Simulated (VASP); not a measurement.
Input of a VASP 6.6.1 run:

File INCAR:

```
SYSTEM = SnTe
  PREC = Accurate
  ENCUT = 500
  EDIFF = 1E-6
  ISMEAR = 0
  SIGMA = 0.01
  LREAL = .FALSE.
  LASPH = .TRUE.
  NELM = 120
  ALGO = Normal
  ISIF = 2
  LWAVE = .FALSE.
  LCHARG = .FALSE.
  GGA = PE
  NBANDS = 17
  GGA_COMPAT = .FALSE.
```

KPOINTS

```
Automatic mesh
0
G
  6 6 6
  0 0 0
```

Contents of POSCAR:

```
SnTe
1.0
    0.0000000000      3.1297027185      3.1297027185
    3.1297027185      0.0000000000      3.1297027185
    3.1297027185      3.1297027185      0.0000000000
Sn Te
1 1
Direct
    0.0000000000      0.0000000000      0.0000000000
    0.5000000000      0.5000000000      0.5000000000
```

Potentials or basis: VASP PAW PBE potentials, release 64 (Sn_d, Te).

Launch:

```sh
$ cat potpaw_PBE.64/Sn_d/POTCAR potpaw_PBE.64/Te/POTCAR > POTCAR
$ mpirun -np 1 vasp_std > vasp.out
```

What does it give for the pressure?

3.3 GPa.

What does it give for the band gap on the k mesh?

0.16 eV.

Caveat: the cell stands under pressure; semilocal functionals underestimate gaps, and a narrow one can read as zero; spin-orbit coupling is left out, which moves the levels of the heavy elements. A k mesh can miss the band edges.
